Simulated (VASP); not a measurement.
Here is a VASP 6.6.1 calculation.

The input POSCAR:

```
Rh
1.0
    0.0000000000      1.9300732500      1.9015500000
    1.9300732500      0.0000000000      1.9015500000
    1.9300732500      1.9300732500      0.0000000000
Rh
1
Direct
    0.0000000000      0.0000000000      0.0000000000
```

File INCAR.step1:

```
SYSTEM = Rh
PREC = Accurate
ENCUT = 520
ISMEAR = 0
SIGMA = 0.15
LREAL = .FALSE.
LASPH = .TRUE.
NELM = 60
NBANDS = 14
GGA = PE
ALGO = Normal
EDIFF = 1E-4
LWAVE = .TRUE.
LCHARG = .FALSE.
```

File INCAR.step2:

```
SYSTEM = Rh
PREC = Accurate
ENCUT = 520
EDIFF = 1E-6
ISMEAR = 0
SIGMA = 0.15
LREAL = .FALSE.
LASPH = .TRUE.
NELM = 60
ALGO = Normal
ISIF = 2
LWAVE = .FALSE.
LCHARG = .FALSE.
METAGGA = R2SCAN
LMIXTAU = .TRUE.
NBANDS = 14
ISTART = 1
```

Contents of KPOINTS:

```
Automatic mesh
0
G
  22 22 22
  0 0 0
```

Potentials or basis: VASP PAW PBE potentials, release 64 (Rh_pv).

Launch:

```bash
$ cat potpaw_PBE.64/Rh_pv/POTCAR > POTCAR
$ cp INCAR.step1 INCAR
$ mpirun -np 1 vasp_std > vasp.out
$ cp INCAR.step2 INCAR
$ mpirun -np 1 vasp_std > vasp.out
```

Q: Predict the pressure.

A: -7.3 GPa.

Stress tensor (GPa, compression positive):
```
-8.35  0.00  0.00
 0.00 -8.35  0.00
 0.00  0.00 -5.05
```

Caveat: the cell differs from its parent crystal (strain +0.015 along x and y, +0.000 along z); the PAW data sets were made with another functional, which shifts forces and pressure a little.
